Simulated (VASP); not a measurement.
# HPbNO4 (P1) in VASP: settings compared

Aim: see how the results for HPbNO4 move with the level of theory and the settings. Levels: PBE, RPBE, PBE+D3(BJ). Tasks: single point.

Everything below comes from runs of VASP 6.6.1. Logs are shortened: lines on timing, memory, paths and dates and some standing lists are left out, and cuts for length are marked.

## Step 1: The cell of the first run

The typed cell holds 7 atoms: a = 3.858 Å, b = 5.535 Å, c = 6.055 Å, α = 106.62°, β = 93.97°, γ = 90.45°.

## Step 2: Single point, PBE

File INCAR:

```
SYSTEM = HPbNO4
PREC = Accurate
ENCUT = 520
EDIFF = 1E-6
ISMEAR = -1
SIGMA = 0.05
LREAL = .FALSE.
LASPH = .TRUE.
NELM = 100
ALGO = Normal
ISIF = 2
LWAVE = .FALSE.
LCHARG = .FALSE.
GGA = PE
NBANDS = 31
```

File KPOINTS:

```
regular mesh
0
G
  7 5 5
  0 0 0
```

File POSCAR:

```
HPbNO4
1.0
    3.8540400000      0.1438400000      0.0901200000
   -0.2532000000      5.5269800000      0.1647100000
   -0.4819700000     -1.9272000000      5.7202500000
H Pb N O
1 1 1 4
Direct
    0.1091300000      0.6571800000      0.5446300000
    0.6102900000      0.5212700000      0.1510000000
    0.9158000000      0.9626300000      0.9586700000
    0.0138400000      0.1363900000      0.8808400000
    0.7239800000      0.0105700000      0.1285800000
    0.0038900000      0.7373200000      0.8704300000
    0.1192700000      0.5932400000      0.3765100000
```

Potentials or basis: VASP PAW PBE potentials, release 64 (H, Pb_d, N, O).

Started as:

```bash
> cat potpaw_PBE.64/H/POTCAR potpaw_PBE.64/Pb_d/POTCAR potpaw_PBE.64/N/POTCAR potpaw_PBE.64/O/POTCAR > POTCAR
> mpirun -np 1 vasp_std > vasp.out
```

OUTCAR:

```text
SYSTEM = HPbNO4
   PREC = Accurate
   ENCUT = 520
   EDIFF = 1E-6
   ISMEAR = -1
   LREAL = .FALSE.
   LASPH = .TRUE.
   NELM = 100
   ISIF = 2
   GGA = PE

 ion  position               nearest neighbor table
   1  0.109  0.657  0.545-   7 0.98
   2  0.610  0.521  0.151-   7 2.28   7 2.38   5 2.78   5 2.83   4 2.84   6 2.85
   3  0.916  0.963  0.959-   4 1.25   6 1.27   5 1.28
   4  0.014  0.136  0.881-   3 1.25   2 2.84
   5  0.724  0.011  0.129-   3 1.28   2 2.78   2 2.83
   6  0.004  0.737  0.870-   3 1.27   2 2.85
   7  0.119  0.593  0.377-   1 0.98   2 2.28   2 2.38

  LATTYP: Found a triclinic cell.
 ALAT       =     6.9506566964
 B/A-ratio  =     0.5550232440
 C/A-ratio  =     0.7963604173
 COS(alpha) =     0.0077737674
 COS(beta)  =     0.2535091708
 COS(gamma) =     0.4946358889

  Lattice vectors:

 A1 = (  -3.3720700000,   1.7833600000,  -5.8103700000)
 A2 = (  -3.8540400000,  -0.1438400000,  -0.0901200000)
 A3 = (  -0.2532000000,   5.5269800000,   0.1647100000)

Analysis of symmetry for initial positions (statically):
=====================================================================
 Subroutine PRICEL returns:
 Original cell was already a primitive cell.

 Routine SETGRP: Setting up the symmetry group for a
 triclinic supercell.

 Subroutine GETGRP returns: Found  1 space group operations
 (whereof  1 operations were pure point group operations)
 out of a pool of  2 trial point group operations.

The static configuration has the point symmetry C_1 .

Analysis of symmetry for dynamics (positions and initial velocities):
=====================================================================
 Subroutine PRICEL returns:
 Original cell was already a primitive cell.

 Routine SETGRP: Setting up the symmetry group for a
 triclinic supercell.

 Subroutine GETGRP returns: Found  1 space group operations
 (whereof  1 operations were pure point group operations)
 out of a pool of  2 trial point group operations.

The dynamic configuration has the point symmetry C_1 .

 Subroutine INISYM returns: Found  1 space group operations
 (whereof  1 operations are pure point group operations),
 and found     1 'primitive' translations

----------------------------------------------------------------------------------------

                                     Primitive cell

  volume of cell :     123.5525

  direct lattice vectors                    reciprocal lattice vectors
     3.854040000  0.143840000  0.090120000     0.258457951  0.011080161  0.025509840
    -0.253200000  5.526980000  0.164710000    -0.008065233  0.178786348  0.059555063
    -0.481970000 -1.927200000  5.720250000    -0.003839658 -0.005322572  0.172700798

  length of vectors
     3.857776028  5.535227867  6.055382315     0.259950062  0.188617103  0.172825456

  position of ions in fractional coordinates (direct lattice)
     0.109130000  0.657180000  0.544630000
     0.610290000  0.521270000  0.151000000
     0.915800000  0.962630000  0.958670000
     0.013840000  0.136390000  0.880840000
     0.723980000  0.010570000  0.128580000
     0.003890000  0.737320000  0.870430000
     0.119270000  0.593240000  0.376510000

  ion indices of the primitive-cell ions
   primitive index   ion index
                 1           1
                 2           2
                 3           3
                 4           4
                 5           5
                 6           6
                 7           7

----------------------------------------------------------------------------------------

 KPOINTS: regular mesh

Automatic generation of k-mesh.
 Grid dimensions read from file:
 generate k-points for:    7    5    5

 Generating k-lattice:

  Cartesian coordinates                     Fractional coordinates (reciprocal lattice)
     0.036922564  0.001582880  0.003644263     0.142857143 -0.000000000  0.000000000
    -0.001613047  0.035757270  0.011911013     0.000000000  0.200000000  0.000000000
    -0.000767932 -0.001064514  0.034540160    -0.000000000 -0.000000000  0.200000000

  Length of vectors
     0.037135723  0.037723421  0.034565091

  Shift w.r.t. Gamma in fractional coordinates (k-lattice)
     0.000000000  0.000000000  0.000000000

 Subroutine IBZKPT returns following result:
 ===========================================

 Found     88 irreducible k-points:

 Following reciprocal coordinates:
            Coordinates               Weight
  0.000000  0.000000  0.000000      1.000000
  0.142857  0.000000  0.000000      2.000000
  0.285714  0.000000  0.000000      2.000000
  0.428571  0.000000  0.000000      2.000000
  0.000000  0.200000  0.000000      2.000000
  0.142857  0.200000  0.000000      2.000000
[... 16 lines left out ...]
 -0.428571 -0.000000  0.200000      2.000000
 -0.285714 -0.000000  0.200000      2.000000
 [... further k-points ...]
   k-points           NKPTS =     88   k-points in BZ     NKDIM =     88   number of bands    NBANDS=     31
   number of dos      NEDOS =    301   number of ions     NIONS =      7
   total plane-waves  NPLWV =  60480
   dimension x,y,z NGX =    30 NGY =   42 NGZ =   48
   dimension x,y,z NGXF=    60 NGYF=   84 NGZF=   96
   ions per type =               1   1   1   4
   NGX,Y,Z   is equivalent  to a cutoff of  12.93, 12.61, 13.18 a.u.
   NGXF,Y,Z  is equivalent  to a cutoff of  25.86, 25.23, 26.36 a.u.
 SYSTEM =  HPbNO4
   PREC   = accura    normal or accurate (medium, high low for compatibility)
   ISTART =      0    job   : 0-new  1-cont  2-samecut
   ICHARG =      2    charge: 1-file 2-atom 10-const
   ISPIN  =      1    spin polarized calculation?
   LNONCOLLINEAR =      F non collinear calculations
   LSORBIT =      F    spin-orbit coupling
   LASPH  =      T    aspherical Exc in radial PAW
   ENCUT  =  520.0 eV  38.22 Ry    6.18 a.u.   7.17 10.29 11.26*2*pi/ulx,y,z
   NELM   =    100;   NELMIN=  2; NELMDL= -5     # of ELM steps
   EDIFF  = 0.1E-05   stopping-criterion for ELM
   LREAL  =      F    real-space projection
   EDIFFG = 0.1E-04   stopping-criterion for IOM
   NSW    =      0    number of steps for IOM
   IBRION =     -1    ionic relax: 0-MD 1-quasi-New 2-CG
   NFREE  =      0    steps in history (QN), initial steepest desc. (CG)
   ISIF   =      2    stress and relaxation
   ISYM   =      2    0-nonsym 1-usesym 2-fastsym
   POTIM  = 0.5000    time-step for ionic-motion
   TEBEG  =    0.0;   TEEND  =   0.0 temperature during run
   PSTRESS=    0.0 pullay stress
   NELECT =      44.0000    total number of electrons
   NUPDOWN=      -1.0000    fix difference up-down
   EMIN   =  10.00;   EMAX   =-10.00  energy-range for DOS
   EFERMI =   0.00;   METHOD = LEGACY
   ISMEAR =    -1;   SIGMA  =   0.05  broadening in eV -4-tet -1-fermi 0-gaus
   EFERMI_NEDOS =   21; number of points for ismear=-14 and -15
   IALGO  =     38    algorithm
   IMIX   =      4    mixing-type and parameters
     AMIX     =   0.40;   BMIX     =  1.00
     AMIX_MAG =   1.60;   BMIX_MAG =  1.00
  volume/ion in A,a.u.               =      17.65       119.11
  Fermi-wavevector in a.u.,A,eV,Ry     =   1.160402  2.192842 18.320693  1.346533
  Thomas-Fermi vector in A             =   2.296985
   LORBIT       =      0    0 simple, 1 ext, 2 COOP (PROOUT), +10 PAW based schemes
   GGA     = PE    functional components
[... 5 lines left out ...]
 non-spin polarized calculation
  energy-cutoff  :      520.00
  volume of cell :      123.55
 maximum number of plane-waves:      3346
 NGX is ok and might be reduce to    30
   NGX = 15   NGY = 21   NGZ = 23

 number of electron      44.0000005 magnetization

 Free energy of the ion-electron system (eV)
  ---------------------------------------------------
  ext. energy  EPLUGINS =         0.00000000
  ---------------------------------------------------
  free energy    TOTEN  =       -40.40205787 eV

  energy without entropy =      -40.40205787  energy(sigma->0) =      -40.40205787

 E-fermi :   0.4225     XC(G=0):  -7.5545

 val. band max:       -0.7140617864   @ k =  -0.4286  -0.4000   0.4000
 cond. band min:       2.4244034711   @ k =   0.4286  -0.0000   0.4000
 fundamental gap:      3.1384652575
 Fermi energy:         0.4224557028

 k-point     1 :       0.0000    0.0000    0.0000
  band No.  band energies     occupation
      1     -26.4498      2.00000
      2     -21.0428      2.00000
      3     -20.8017      2.00000
      4     -18.2161      2.00000
      5     -15.7748      2.00000
      6     -15.7510      2.00000
[... 23 lines left out ...]
     30       9.4196      0.00000
     31      10.0852      0.00000

 k-point     2 :       0.1429    0.0000    0.0000
  band No.  band energies     occupation
      1     -26.4429      2.00000
      2     -21.0406      2.00000
      3     -20.8104      2.00000
      4     -18.2155      2.00000
      5     -15.7748      2.00000
      6     -15.7632      2.00000
[... 23 lines left out ...]
     30       9.5532      0.00000
     31      10.2280      0.00000

 k-point     3 :       0.2857    0.0000    0.0000
  band No.  band energies     occupation
      1     -26.4275      2.00000
      2     -21.0363      2.00000
      3     -20.8297      2.00000
      4     -18.2158      2.00000
      5     -15.7792      2.00000
      6     -15.7747      2.00000
[... 23 lines left out ...]
     30       9.8466      0.00000
     31      10.3464      0.00000

 k-point     4 :       0.4286    0.0000    0.0000
  band No.  band energies     occupation
      1     -26.4150      2.00000
      2     -21.0333      2.00000
      3     -20.8449      2.00000
      4     -18.2177      2.00000
      5     -15.7824      2.00000
      6     -15.7743      2.00000
[... 635 lines left out ...]
     30       9.8254      0.00000
     31      10.5562      0.00000

 k-point    23 :      -0.4286   -0.0000    0.2000
  band No.  band energies     occupation
      1     -26.4149      2.00000
      2     -21.0333      2.00000
      3     -20.8455      2.00000
      4     -18.2176      2.00000
      5     -15.7824      2.00000
      6     -15.7743      2.00000
[... 23 lines left out ...]
     30       9.8816      0.00000
     31      10.5070      0.00000

 k-point    24 :      -0.2857   -0.0000    0.2000
  band No.  band energies     occupation
      1     -26.4273      2.00000
      2     -21.0363      2.00000
      3     -20.8303      2.00000
      4     -18.2160      2.00000
      5     -15.7791      2.00000
      6     -15.7746      2.00000
[... 23 lines left out ...]
     30       9.8868      0.00000
     31      10.4717      0.00000

 [... further k-points ...]
[... 5 lines left out ...]
  --------------------------------------------------------------------------------------
  -------------------------------------------------------------------------------------
  Total        0.1632755      0.6306908      0.3713863      0.0304228      0.0151642     -0.3222363
  in kB        2.1172874      8.1785328      4.8159817      0.3945105      0.1966435     -4.1786246
  external PRESSURE =       5.0372673 kB  Pullay stress =       0.0000000 kB

 VOLUME and BASIS-vectors are now :
 -----------------------------------------------------------------------------
  energy-cutoff  :      520.00
  volume of cell :      123.55
      direct lattice vectors                 reciprocal lattice vectors
     3.854040000  0.143840000  0.090120000     0.258457951  0.011080161  0.025509840
    -0.253200000  5.526980000  0.164710000    -0.008065233  0.178786348  0.059555063
    -0.481970000 -1.927200000  5.720250000    -0.003839658 -0.005322572  0.172700798

 POSITION                                       TOTAL-FORCE (eV/Angst)
 -----------------------------------------------------------------------------------
     -0.00830      2.59831      3.23350        -0.009928     -0.002203      0.099077
      2.14732      2.67783      1.00462        -0.016543     -0.000892     -0.017652
      2.82374      3.60462      5.72492        -0.015252     -0.045726      0.019049
     -0.40573     -0.94174      5.06234         0.126030      0.380738     -0.131728
      2.72560     -0.08524      0.80250        -0.231795     -0.026006      0.262274
     -0.59122      2.39822      5.10087         0.126901     -0.306776     -0.154341
      0.12800      2.57037      2.26219         0.020588      0.000866     -0.076679
 -----------------------------------------------------------------------------------
    total drift:                               -0.000590     -0.000395      0.000875

  FREE ENERGIE OF THE ION-ELECTRON SYSTEM (eV)
  ---------------------------------------------------
  free  energy   TOTEN  =       -40.4020578667 eV

  energy  without entropy=      -40.4020578666  energy(sigma->0) =      -40.40205787
```

It took 2.7 min on 1 thread of Intel Xeon 6975P-C (Granite Rapids), shared host; peak memory 0.46 GiB.

What came out:

```
Free energy            : -40.4021 eV
Pressure               : 0.5 GPa
Largest force          : 0.422 eV/Å
Band gap on the k mesh : 3.14 eV, indirect (least direct gap 3.22 eV)
```

Forces in eV/Å, atoms in the order of the input:
```
H   -0.010 -0.002  0.099
Pb  -0.017 -0.001 -0.018
N   -0.015 -0.046  0.019
O    0.126  0.381 -0.132
O   -0.232 -0.026  0.262
O    0.127 -0.307 -0.154
O    0.021  0.001 -0.077
```

Caveat: the standard files for N, O and F lose accuracy on very short bonds; spin-orbit coupling is left out, which moves the levels of the heavy elements.

[end of part 1 of 3]
